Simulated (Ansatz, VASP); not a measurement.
**One calculation of Ti, two programs**

```xyz
1
Lattice="-1.6656 1.6656 1.5918 1.6656 -1.6656 1.5918 1.6656 1.6656 -1.5918" Properties=species:S:1:pos:R:3 pbc="T T T"
Ti    0.0000    0.0000    0.0000
```

Change from the starting cell: strain +0.015 along x and y, -0.030 along z, atoms carried along.

Alike in both runs: task single point; functional PBEsol; k mesh 20 × 20 × 20; occupations gaussian, width 0.15 eV; no spin polarisation.

|  | VASP | Ansatz |
| --- | --- | --- |
| version | VASP 6.6.1 | Ansatz 0.2.0 |
| potentials or method | VASP PAW PBE potentials, release 64 (Ti_sv), cutoff 520 eV | scalar-relativistic, plane waves, PAW |
| valence electrons in the cell | 12 | 12 |

Ansatz gave:

- gap on the k mesh at the Fermi level (eV): none
- pressure (GPa): -6.6
- traceless stress, the component that is largest in VASP (GPa): -0.94

Which values does VASP return?

gap on the k mesh at the Fermi level (eV): none; pressure (GPa): -6.7; traceless stress, the component that is largest in VASP (GPa): -0.93.

VASP's potentials were made for PBE, not for PBEsol. A gap of «none» marks a metal or a gap that the smearing closes.
